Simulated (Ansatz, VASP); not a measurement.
# Two plane-wave programs on Ru

Contents of INCAR:

```
ALGO = Fast
EDIFF = 1E-7
ENCUT = 520
GGA = PS
ISIF = 2
ISMEAR = 0
LASPH = True
LCHARG = True
LELF = True
LREAL = False
LVHAR = True
LWAVE = False
NBANDS = 21
NELM = 100
PREC = Accurate
SIGMA = 0.15
```

Contents of KPOINTS:

```
k-points
0
Gamma
  18 18 10
```

Contents of POSCAR:

```
Ru
1.0
    2.6896847532      0.0000000000      0.0000000000
   -1.3448423766      2.3293353245      0.0000000000
    0.0000000000      0.0000000000      4.2523798378
Ru
2
Direct
    0.2685937621      0.6065636843      0.2500000000
    0.7314062379      0.3934363157      0.7500000000
```

Input for Ansatz:

```yaml
crystal:
  lattice:
    - [2.6896847532, 0.0, 0.0]
    - [-1.3448423766, 2.3293353245, 0.0]
    - [0.0, 0.0, 4.2523798378]
  atoms:
    - { symbol: Ru, position: [0.2685937621, 0.6065636843, 0.25] }
    - { symbol: Ru, position: [0.7314062379, 0.3934363157, 0.75] }
basis:
  ecutwfc: 420
kpoints:
  mp_grid: { grid: [18, 18, 10] }
hamiltonian:
  xc: pbesol
  pseudopotentials: { kind: paw, azcp: { folder: soft_1 } }
scf:
  occupations: { method: gaussian, width: 0.15 }
output:
  forces: true
  stress: true
  eigenvalues: true
```

Change from the starting cell: mode 4 frozen in at -0.093 Å and mode 5 at -0.140 Å (largest displacements).

Alike in both runs: task single point; functional PBEsol; k mesh 18 × 18 × 10; occupations gaussian, width 0.15 eV; no spin polarisation.

|  | VASP | Ansatz |
| --- | --- | --- |
| version | VASP 6.6.1 | Ansatz 0.2.0 |
| potentials or method | VASP PAW PBE potentials, release 64 (Ru_pv), cutoff 520 eV | scalar-relativistic, plane waves, PAW |
| valence electrons in the cell | 28 | 32 |

```csv
,VASP,Ansatz,Ansatz less VASP
gap on the k mesh at the Fermi level (eV),none,none,-
pressure (GPa),5.7,5.8,+0.04
"traceless stress, the component that is largest in VASP (GPa)",-9.23,-9.17,+0.060
rms of the force components (eV/Å),1.320,1.319,-0.0005
```

VASP's potentials were made for PBE, not for PBEsol, and Ansatz warns of the same on its side. Atom by atom the forces differ by 0.004 eV/Å (rms over components). A gap of «none» marks a metal or a gap that the smearing closes. The functional is the same, so the differences come from potentials, cutoffs and numerics. VASP's potentials hold 28 valence electrons a cell and Ansatz's 32, so a difference there can come from the potentials and not from the codes.
